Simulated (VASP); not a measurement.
# KCl in VASP: notebook

KCl is run at these levels: PBEsol; tasks: single point.

Everything below comes from runs of VASP 6.6.1. Logs are shortened: lines on timing, memory, paths and dates and some standing lists are left out, and cuts for length are marked.

## 1. The cell of the first run

Symmetry: P4/mmm, No. 123, tetragonal system. Conventional cell: a = 3.707 Å, b = 3.707 Å, c = 3.634 Å, α = 90.00°, β = 90.00°, γ = 90.00°. Within 4.2 Å of K (site symmetry 4/mmm) lie 8 Cl at 3.19 Å and 6 K at 3.63 to 3.71 Å. Within 4.2 Å of Cl (site symmetry 4/mmm) lie 8 K at 3.19 Å and 6 Cl at 3.63 to 3.71 Å.

## 2. Single point, PBEsol (equal xx and yy strain of +2 %)

File INCAR:

```
SYSTEM = KCl
  PREC = Accurate
  ENCUT = 520
  EDIFF = 1E-6
  ISMEAR = -1
  SIGMA = 0.01
  LREAL = .FALSE.
  LASPH = .TRUE.
  NELM = 60
  ALGO = Normal
  ISIF = 2
  LWAVE = .FALSE.
  LCHARG = .FALSE.
  GGA = PS
  NBANDS = 15
```

File KPOINTS:

```
regular mesh
0
G
  7 7 7
  0 0 0
```

File POSCAR:

```
KCl
1.0
    3.7066800000      0.0000000000      0.0000000000
    0.0000000000      3.7066800000      0.0000000000
    0.0000000000      0.0000000000      3.6340000000
K Cl
1 1
Direct
    0.0000000000      0.0000000000      0.0000000000
    0.5000000000      0.5000000000      0.5000000000
```

Potentials or basis: VASP PAW PBE potentials, release 64 (K_sv, Cl).

Command:

```sh
$ cat potpaw_PBE.64/K_sv/POTCAR potpaw_PBE.64/Cl/POTCAR > POTCAR
$ mpirun -np 1 vasp_std > vasp.out
```

OUTCAR:

```text
SYSTEM = KCl
   PREC = Accurate
   ENCUT = 520
   EDIFF = 1E-6
   ISMEAR = -1
   LREAL = .FALSE.
   LASPH = .TRUE.
   NELM = 60
   ISIF = 2
   GGA = PS

 ion  position               nearest neighbor table
   1  0.000  0.000  0.000-   2 3.19   2 3.19   2 3.19   2 3.19   2 3.19   2 3.19   2 3.19   2 3.19

   2  0.500  0.500  0.500-   1 3.19   1 3.19   1 3.19   1 3.19   1 3.19   1 3.19   1 3.19   1 3.19

  LATTYP: Found a simple tetragonal cell.
 ALAT       =     3.7066800000
 C/A-ratio  =     0.9803921569

  Lattice vectors:

 A1 = (   3.7066800000,   0.0000000000,   0.0000000000)
 A2 = (   0.0000000000,   3.7066800000,   0.0000000000)
 A3 = (   0.0000000000,   0.0000000000,   3.6340000000)

Analysis of symmetry for initial positions (statically):
=====================================================================
 Subroutine PRICEL returns:
 Original cell was already a primitive cell.

 Routine SETGRP: Setting up the symmetry group for a
 simple tetragonal supercell.

 Subroutine GETGRP returns: Found 16 space group operations
 (whereof 16 operations were pure point group operations)
 out of a pool of 16 trial point group operations.

The static configuration has the point symmetry D_4h.

Analysis of symmetry for dynamics (positions and initial velocities):
=====================================================================
 Subroutine PRICEL returns:
 Original cell was already a primitive cell.

 Routine SETGRP: Setting up the symmetry group for a
 simple tetragonal supercell.

 Subroutine GETGRP returns: Found 16 space group operations
 (whereof 16 operations were pure point group operations)
 out of a pool of 16 trial point group operations.

The dynamic configuration has the point symmetry D_4h.

 Subroutine INISYM returns: Found 16 space group operations
 (whereof 16 operations are pure point group operations),
 and found     1 'primitive' translations

----------------------------------------------------------------------------------------

                                     Primitive cell

  volume of cell :      49.9293

  direct lattice vectors                    reciprocal lattice vectors
     3.706680000  0.000000000  0.000000000     0.269783202  0.000000000  0.000000000
     0.000000000  3.706680000  0.000000000     0.000000000  0.269783202  0.000000000
     0.000000000  0.000000000  3.634000000     0.000000000  0.000000000  0.275178866

  length of vectors
     3.706680000  3.706680000  3.634000000     0.269783202  0.269783202  0.275178866

  position of ions in fractional coordinates (direct lattice)
     0.000000000  0.000000000  0.000000000
     0.500000000  0.500000000  0.500000000

  ion indices of the primitive-cell ions
   primitive index   ion index
                 1           1
                 2           2

----------------------------------------------------------------------------------------

 KPOINTS: regular mesh

Automatic generation of k-mesh.
 Grid dimensions read from file:
 generate k-points for:    7    7    7

 Generating k-lattice:

  Cartesian coordinates                     Fractional coordinates (reciprocal lattice)
     0.038540457  0.000000000  0.000000000     0.142857143  0.000000000  0.000000000
     0.000000000  0.038540457  0.000000000     0.000000000  0.142857143  0.000000000
     0.000000000  0.000000000  0.039311267     0.000000000  0.000000000  0.142857143

  Length of vectors
     0.038540457  0.038540457  0.039311267

  Shift w.r.t. Gamma in fractional coordinates (k-lattice)
     0.000000000  0.000000000  0.000000000

 Subroutine IBZKPT returns following result:
 ===========================================

 Found     40 irreducible k-points:

 Following reciprocal coordinates:
            Coordinates               Weight
  0.000000  0.000000  0.000000      1.000000
  0.142857  0.000000  0.000000      4.000000
  0.285714  0.000000  0.000000      4.000000
  0.428571  0.000000  0.000000      4.000000
  0.142857  0.142857  0.000000      4.000000
  0.285714  0.142857  0.000000      8.000000
[... 16 lines left out ...]
  0.285714  0.000000  0.285714      8.000000
  0.428571  0.000000  0.285714      8.000000
 [... further k-points ...]
   k-points           NKPTS =     40   k-points in BZ     NKDIM =     40   number of bands    NBANDS=     15
   number of dos      NEDOS =    301   number of ions     NIONS =      2
   total plane-waves  NPLWV =  21952
   dimension x,y,z NGX =    28 NGY =   28 NGZ =   28
   dimension x,y,z NGXF=    56 NGYF=   56 NGZF=   56
   ions per type =               1   1
   NGX,Y,Z   is equivalent  to a cutoff of  12.56, 12.56, 12.81 a.u.
   NGXF,Y,Z  is equivalent  to a cutoff of  25.12, 25.12, 25.62 a.u.
 SYSTEM =  KCl
   PREC   = accura    normal or accurate (medium, high low for compatibility)
   ISTART =      0    job   : 0-new  1-cont  2-samecut
   ICHARG =      2    charge: 1-file 2-atom 10-const
   ISPIN  =      1    spin polarized calculation?
   LNONCOLLINEAR =      F non collinear calculations
   LSORBIT =      F    spin-orbit coupling
   LASPH  =      T    aspherical Exc in radial PAW
   ENCUT  =  520.0 eV  38.22 Ry    6.18 a.u.   6.89  6.89  6.76*2*pi/ulx,y,z
   NELM   =     60;   NELMIN=  2; NELMDL= -5     # of ELM steps
   EDIFF  = 0.1E-05   stopping-criterion for ELM
   LREAL  =      F    real-space projection
   EDIFFG = 0.1E-04   stopping-criterion for IOM
   NSW    =      0    number of steps for IOM
   IBRION =     -1    ionic relax: 0-MD 1-quasi-New 2-CG
   NFREE  =      0    steps in history (QN), initial steepest desc. (CG)
   ISIF   =      2    stress and relaxation
   ISYM   =      2    0-nonsym 1-usesym 2-fastsym
   POTIM  = 0.5000    time-step for ionic-motion
   TEBEG  =    0.0;   TEEND  =   0.0 temperature during run
   PSTRESS=    0.0 pullay stress
   NELECT =      16.0000    total number of electrons
   NUPDOWN=      -1.0000    fix difference up-down
   EMIN   =  10.00;   EMAX   =-10.00  energy-range for DOS
   EFERMI =   0.00;   METHOD = LEGACY
   ISMEAR =    -1;   SIGMA  =   0.01  broadening in eV -4-tet -1-fermi 0-gaus
   EFERMI_NEDOS =   21; number of points for ismear=-14 and -15
   IALGO  =     38    algorithm
   IMIX   =      4    mixing-type and parameters
     AMIX     =   0.40;   BMIX     =  1.00
     AMIX_MAG =   1.60;   BMIX_MAG =  1.00
  volume/ion in A,a.u.               =      24.96       168.47
  Fermi-wavevector in a.u.,A,eV,Ry     =   1.120288  2.117038 17.075935  1.255046
  Thomas-Fermi vector in A             =   2.256934
   LORBIT       =      0    0 simple, 1 ext, 2 COOP (PROOUT), +10 PAW based schemes
   GGA     = PS    functional components
   LHFCALC =     F    Hartree Fock is set to
   AEXX    =    0.0000 exact exchange contribution
   IVDW    =     0    specifies the selected vdW correction
   LEPSILON=     F    determine dielectric tensor
   LRPA    =     F    only Hartree local field effects (RPA)
 non-spin polarized calculation
  energy-cutoff  :      520.00
  volume of cell :       49.93
 maximum number of plane-waves:      1357
 NGX is ok and might be reduce to    28
   NGX = 13   NGY = 13   NGZ = 13

 number of electron      15.9999995 magnetization

 Free energy of the ion-electron system (eV)
  ---------------------------------------------------
  ext. energy  EPLUGINS =         0.00000000
  ---------------------------------------------------
  free energy    TOTEN  =        -6.90424924 eV

  energy without entropy =       -6.90424924  energy(sigma->0) =       -6.90424924

 E-fermi :   0.0757     XC(G=0):  -8.8427

 val. band max:       -0.1991027576   @ k =   0.4286   0.4286   0.0000
 cond. band min:       4.9173992226   @ k =   0.0000   0.0000   0.0000
 fundamental gap:      5.1165019802
 Fermi energy:         0.0756603996

 k-point     1 :       0.0000    0.0000    0.0000
  band No.  band energies     occupation
      1     -27.9425      2.00000
      2     -13.0507      2.00000
      3     -11.3704      2.00000
      4     -11.3704      2.00000
      5     -11.3518      2.00000
      6      -0.5120      2.00000
      7      -0.5120      2.00000
      8      -0.3888      2.00000
      9       4.9174      0.00000
     10       5.9966      0.00000
     11       6.0979      0.00000
     12      10.5929      0.00000
     13      10.7563      0.00000
     14      10.7563      0.00000
     15      13.7021      0.00000

 k-point     2 :       0.1429    0.0000    0.0000
  band No.  band energies     occupation
      1     -27.9365      2.00000
      2     -13.0906      2.00000
      3     -11.3612      2.00000
      4     -11.3431      2.00000
      5     -11.3397      2.00000
      6      -0.9655      2.00000
      7      -0.5236      2.00000
      8      -0.3969      2.00000
      9       5.4374      0.00000
     10       6.2554      0.00000
     11       6.5228      0.00000
     12      10.5365      0.00000
     13      10.6852      0.00000
     14      10.8656      0.00000
     15      12.8974      0.00000

 k-point     3 :       0.2857    0.0000    0.0000
  band No.  band energies     occupation
      1     -27.9230      2.00000
      2     -13.1828      2.00000
      3     -11.3403      2.00000
      4     -11.3235      2.00000
      5     -11.2612      2.00000
      6      -1.7847      2.00000
      7      -0.5507      2.00000
      8      -0.4162      2.00000
      9       6.5218      0.00000
     10       6.7946      0.00000
     11       7.6761      0.00000
     12      10.5074      0.00000
     13      10.6157      0.00000
     14      11.1439      0.00000
     15      11.3235      0.00000
[... 343 lines left out ...]
 k-point    23 :       0.2857    0.0000    0.2857
  band No.  band energies     occupation
      1     -27.9007      2.00000
      2     -13.0345      2.00000
      3     -11.5771      2.00000
      4     -11.3113      2.00000
      5     -11.2872      2.00000
      6      -1.6327      2.00000
      7      -1.2842      2.00000
      8      -0.4502      2.00000
      9       6.8754      0.00000
     10       7.2090      0.00000
     11       8.8639      0.00000
     12       9.2945      0.00000
     13      10.1401      0.00000
     14      10.3326      0.00000
     15      12.1143      0.00000

 k-point    24 :       0.4286    0.0000    0.2857
  band No.  band energies     occupation
      1     -27.8905      2.00000
      2     -12.9706      2.00000
      3     -11.5876      2.00000
      4     -11.4011      2.00000
      5     -11.2974      2.00000
      6      -1.8944      2.00000
      7      -1.2779      2.00000
      8      -0.4036      2.00000
      9       6.6829      0.00000
     10       7.3737      0.00000
     11       9.1552      0.00000
     12       9.5484      0.00000
     13       9.5503      0.00000
     14      10.7414      0.00000
     15      12.3543      0.00000

 [... further k-points ...]
[... 5 lines left out ...]
  --------------------------------------------------------------------------------------
  -------------------------------------------------------------------------------------
  Total        0.2646052      0.2646052      0.5648397      0.0000000      0.0000000     -0.0000000
  in kB        8.4909007      8.4909007     18.1251109      0.0000000      0.0000000     -0.0000000
  external PRESSURE =      11.7023041 kB  Pullay stress =       0.0000000 kB

 VOLUME and BASIS-vectors are now :
 -----------------------------------------------------------------------------
  energy-cutoff  :      520.00
  volume of cell :       49.93
      direct lattice vectors                 reciprocal lattice vectors
     3.706680000  0.000000000  0.000000000     0.269783202  0.000000000  0.000000000
     0.000000000  3.706680000  0.000000000     0.000000000  0.269783202  0.000000000
     0.000000000  0.000000000  3.634000000     0.000000000  0.000000000  0.275178866

 POSITION                                       TOTAL-FORCE (eV/Angst)
 -----------------------------------------------------------------------------------
      0.00000      0.00000      0.00000         0.000000      0.000000      0.000000
      1.85334      1.85334      1.81700         0.000000      0.000000      0.000000
 -----------------------------------------------------------------------------------
    total drift:                               -0.000000      0.000000      0.000000

  FREE ENERGIE OF THE ION-ELECTRON SYSTEM (eV)
  ---------------------------------------------------
  free  energy   TOTEN  =        -6.9042492398 eV

  energy  without entropy=       -6.9042492398  energy(sigma->0) =       -6.90424924
```

Run time: 31 s. Hardware: 1 thread of Intel Xeon Platinum 8259CL at 2.50GHz (Skylake/Cascade Lake), shared host; peak memory 0.17 GiB.

What came out:

| Quantity | Value |
| --- | --- |
| Free energy | -6.9042 eV |
| Pressure | 1.2 GPa |
| Band gap on the k mesh | 5.12 eV, indirect (least direct gap 5.31 eV) |

Caveat: the cell differs from its parent crystal (equal xx and yy strain of +2 %); the PAW data sets were made with another functional, which shifts forces and pressure a little.

## 3. Single point, PBEsol (equal xy, yz and zx shear strains of -2 %)

File INCAR:

```
SYSTEM = KCl
ALGO = Normal ; EDIFF = 1E-7
ENCUT = 520 ; GGA = PS
ISIF = 2 ; ISMEAR = -1
LASPH = .TRUE. ; LCHARG = .FALSE.
LREAL = .FALSE. ; LWAVE = .FALSE.
NBANDS = 15 ; NELM = 100
PREC = Accurate ; SIGMA = 0.01
```

File KPOINTS:

```
k-points
0
G
  7 7 7
  0 0 0
```

File POSCAR:

```
KCl
1.0
    3.6340000000     -0.0363400000     -0.0363400000
   -0.0363400000      3.6340000000     -0.0363400000
   -0.0363400000     -0.0363400000      3.6340000000
K Cl
1 1
Direct
    0.0000000000      0.0000000000      0.0000000000
    0.5000000000      0.5000000000      0.5000000000
```

Potentials or basis: VASP PAW PBE potentials, release 64 (K_sv, Cl).

Command:

```sh
$ cat potpaw_PBE.64/K_sv/POTCAR potpaw_PBE.64/Cl/POTCAR > POTCAR
$ mpirun -np 1 vasp_std > vasp.out
```

Wall time 46 s (1 thread of Intel Xeon Platinum 8259CL at 2.50GHz (Skylake/Cascade Lake), shared host); peak memory 0.17 GiB.

The run converged. Its results:

```
Free energy            : -6.8815 eV
Pressure               : 2.4 GPa
Band gap on the k mesh : 5.40 eV, indirect (least direct gap 5.59 eV)
```

Stress tensor (GPa, compression positive):
```
2.43 0.32 0.32
0.32 2.43 0.32
0.32 0.32 2.43
```

Levels at points of the mesh, in eV from the valence-band top:
```csv
k point,band 5,band 6,band 7,band 8,band 9,band 10,band 11,band 12
"(0.00, 0.00, 0.00)",-11.02,-0.22,-0.20,-0.20,5.40,6.25,6.25,10.93
```

Caveat: the cell differs from its parent crystal (equal xy, yz and zx shear strains of -2 %); the PAW data sets were made with another functional, which shifts forces and pressure a little. A k mesh can miss the band edges.

(Part 1 of 2 ends here.)
